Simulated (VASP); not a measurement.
The system is Be2H3.

```
Be H
1.0
     2.89327    0.00000    0.00000
    -1.44664    2.50565    0.00000
     0.00000    0.00000    4.50146
Be H
2 3
Direct
  0.33333 0.66667 0.24500
  0.66667 0.33333 0.75500
  0.00000 0.00000 0.00000
  0.33333 0.66667 0.64500
  0.66667 0.33333 0.35500
```

```yaml
Program: VASP 6.6.1
Task: relaxation of cell and atoms
Functional: PBE
Potentials_or_basis: VASP PAW PBE potentials, release 64 (Be, H_h)
Cutoff: 1230 eV
k_mesh: 6 × 6 × 4
Occupations: gaussian, width 0.1 eV
Spin: no spin polarisation
```

At the start: pressure -12.6 GPa; volume 6.53 Å³/atom.

Task: How do energy, volume and symmetry change on relaxing?

Result: Over 25 steps the energy falls by 152.1 meV/atom and the volume is 5.93 Å³/atom (-9.2 %); space group P-3m1 (No. 164, to 0.1 Å) before and after.

Step by step:
| step | energy change (eV) | largest force (eV/Å) | pressure (GPa) | volume (Å³) |
| --- | --- | --- | --- | --- |
| 1 | 0.0000 | 0.2964 | -12.55 | 32.63 |
| 2 | -0.2232 | 0.1819 | -8.11 | 30.27 |
| 3 | -0.3663 | 0.1392 | -0.62 | 27.56 |
| 4 | -0.3795 | 0.1210 | 3.15 | 26.51 |
| 5 | -0.4132 | 0.2104 | 2.83 | 26.70 |
| 6 | -0.4750 | 0.5103 | 2.85 | 27.17 |
| 7 | -0.4512 | 0.9512 | 6.06 | 27.81 |
| 8 | -0.4868 | 0.7239 | 3.66 | 27.47 |
| 9 | -0.5179 | 0.7395 | 2.84 | 27.83 |
| 10 | -0.5962 | 0.6496 | 0.34 | 28.89 |
| 11 | -0.6650 | 0.3105 | -4.08 | 30.96 |
| 12 | -0.6673 | 0.3834 | -2.99 | 30.37 |
| 13 | -0.6684 | 0.3672 | -3.22 | 30.49 |
| 14 | -0.6938 | 0.2752 | -2.23 | 30.04 |
| 15 | -0.7293 | 0.2301 | 1.24 | 28.83 |
| 16 | -0.5630 | 0.9539 | 11.84 | 26.51 |
| 17 | -0.7315 | 0.2100 | 1.98 | 28.61 |
| 18 | -0.7319 | 0.1311 | 3.15 | 28.28 |
| 19 | -0.7388 | 0.2419 | 2.72 | 28.51 |
| 20 | -0.7406 | 0.1459 | 2.81 | 28.43 |
| 21 | -0.7542 | 0.1261 | 0.86 | 29.10 |
| 22 | -0.7575 | 0.1117 | -0.63 | 29.67 |
| 23 | -0.7594 | 0.0452 | -0.07 | 29.60 |
| 24 | -0.7597 | 0.0457 | 0.23 | 29.57 |
| 25 | -0.7604 | 0.0349 | 0.21 | 29.63 |

Final structure:
```xyz
5
Lattice="2.4661 0.0000 0.0000 -1.2331 2.1357 0.0000 0.0000 0.0000 5.6263" Properties=species:S:1:pos:R:3 pbc="T T T"
Be    0.0000    1.4238    1.0794
Be    1.2331    0.7119    4.5469
H     0.0000    0.0000    0.0000
H     0.0000    1.4238    3.8074
H     1.2331    0.7119    1.8188
```

Caveat: the k points lie up to 0.49 Å⁻¹ apart in the final cell, too coarse for converged energies and pressures of a metal; a cell axis changed by over 15 % at a fixed basis, so the end point is rough; an odd number of electrons without spin polarisation forces a metal; a magnetic or distorted state may lie lower.
